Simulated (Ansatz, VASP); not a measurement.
# Two plane-wave programs on LiF

```
CELL_PARAMETERS angstrom
2.62352 0.00000 0.00000
0.00000 2.62352 0.00000
0.00000 0.00000 2.62352
ATOMIC_POSITIONS crystal
Li 0.00000 0.00000 0.00000
F 0.50000 0.50000 0.50000
```

Change from the starting cell: strain +0.025 along x and y, +0.025 along z, atoms carried along.

Alike in both runs: task single point; functional LDA; k mesh 10 × 10 × 10; occupations gaussian, width 0.05 eV; no spin polarisation.

```csv
,VASP,Ansatz
version,VASP 6.6.1,Ansatz 0.2.0
potentials or method,"VASP PAW LDA potentials, release 64 (Li_sv, F), cutoff 520 eV","scalar-relativistic, plane waves, PAW"
valence electrons in the cell,10,10
```

```tsv
	VASP	Ansatz	Ansatz less VASP
gap on the k mesh at the Fermi level (eV)	6.73	6.74	+0.004
least direct gap on the mesh (eV)	7.35	7.35	+0.002
```

LDA's correlation is that of Perdew and Zunger in VASP and of Perdew and Wang (1992) in Ansatz.

Noted on VASP's run: the cutoff is short for stress, so the pressure is rough.
